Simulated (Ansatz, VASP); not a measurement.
# One calculation of BeSn2S3, two programs

```
Be Sn S
1.0
     3.64091    0.23037   -0.18852
    -0.38690    5.14379   -0.81245
    -1.20020   -2.01304    9.32071
Be Sn S
1 2 3
Direct
  0.97362 0.55726 0.02084
  0.35778 0.00443 0.79100
  0.66431 0.01889 0.40234
  0.52649 0.62390 0.12738
  0.86058 0.36655 0.79288
  0.20861 0.76003 0.49520
```

Alike in both runs: functional PBE; k mesh 4 × 4 × 2; occupations gaussian, width 0.1 eV; no spin polarisation.

Ansatz relaxed the structure, and its values are those at the end. VASP's run is a single point on that final structure, the one shown.

```csv
,VASP,Ansatz
version,VASP 6.6.1,Ansatz 0.2.0
potentials or method,"VASP PAW PBE potentials, release 64 (Be, Sn_d, S), cutoff 600 eV","scalar-relativistic, plane waves, PAW"
valence electrons in the cell,48,48
```

Ansatz gave:

* gap on the k mesh at the Fermi level (eV): 1.02
* least direct gap on the mesh (eV): 1.78
* pressure (GPa): 0.0
* rms of the force components (eV/Å): 0.008

Q: What did VASP give for the same quantities?

A: gap on the k mesh at the Fermi level (eV): 1.02; least direct gap on the mesh (eV): 1.78; pressure (GPa): 0.0; rms of the force components (eV/Å): 0.011.

The functional is the same, so the differences come from potentials, cutoffs and numerics.

The k mesh is coarse, so the values compare programs but aren't converged.
